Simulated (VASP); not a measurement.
Here is a VASP 6.6.1 calculation.

INCAR

```
  PREC = Accurate
  ENCUT = 500
  EDIFF = 1E-6
  ISMEAR = 0
  SIGMA = 0.01
  LREAL = False
  LASPH = True
  NELM = 120
  ALGO = Normal
  ISIF = 2
  LWAVE = False
  LCHARG = True
  GGA = PE
  LELF = True
  LVHAR = True
  NBANDS = 14
  GGA_COMPAT = False
```

KPOINTS

```
regular mesh
0
Gamma
  2 2 2
```

Contents of POSCAR:

```
NaI
1.0
    0.0000000000      2.7821000000      2.7821000000
    2.7821000000      0.0000000000      2.7821000000
    2.7821000000      2.7821000000      0.0000000000
Na I
1 1
Direct
    0.0000000000      0.0000000000      0.0000000000
    0.5361261200      0.4488198700      0.4765441500
```

Potentials or basis: VASP PAW PBE potentials, release 64 (Na_pv, I).

Launch:

```sh
$ cat potpaw_PBE.64/Na_pv/POTCAR potpaw_PBE.64/I/POTCAR > POTCAR
$ mpirun -np 1 vasp_std > vasp.out
```

Task: Estimate the pressure.

Result: 31.5 GPa.

Task: Estimate the largest force.

Result: 1.231 eV/Å.

Forces in eV/Å, atoms in the order of the input:
```
Na  -1.203  0.168 -0.200
I    1.203 -0.168  0.200
```

Caveat: the k points lie up to 0.98 Å⁻¹ apart; forces of over 1 eV/Å act on the atoms, so gaps and moduli don't describe the material at rest.
